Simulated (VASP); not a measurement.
Input of a VASP 6.6.1 run:

INCAR

```
SYSTEM = WSe2
PREC = Accurate ; ENCUT = 520
EDIFF = 1E-6 ; ISMEAR = 0
SIGMA = 0.05 ; LREAL = .False.
LASPH = .True. ; NELM = 80
ALGO = Normal ; ISIF = 2
LWAVE = .False. ; LCHARG = .False.
LDIPOL = .True. ; IDIPOL = 3
DIPOL = 0.5 0.5 0.393 ; GGA = PE
IVDW = 12 ; NBANDS = 35
```

KPOINTS

```
Automatic mesh
0
Gamma
  9 9 1
  0 0 0
```

Contents of POSCAR:

```
WSe2
1.0
    3.2854926884      0.0000000000      0.0000000000
   -1.6427463442      2.8453201321      0.0000000000
    0.0000000000      0.0000000000     24.2386466672
Se W
4 2
Direct
    0.3333333333      0.6666666667      0.1856539295
    0.3333333333      0.6666666667      0.3246601777
    0.3333333333      0.6666666667      0.4612189569
    0.3333333333      0.6666666667      0.6002252051
    0.6666666667      0.3333333333      0.2551570536
    0.6666666667      0.3333333333      0.5307220810
```

Potentials or basis: VASP PAW PBE potentials, release 64 (Se, W_sv).

Run with:

```sh
$ cat potpaw_PBE.64/Se/POTCAR potpaw_PBE.64/W_sv/POTCAR > POTCAR
$ mpirun -np 1 vasp_std > vasp.out
```

(1) Estimate the band gap on the k mesh.

(2) What does it give for the largest force?

## Answers

(1) 1.43 eV (least direct gap 1.63 eV).

(2) 0.211 eV/Å.

Caveat: spin-orbit coupling is left out, which moves the levels of the heavy elements.
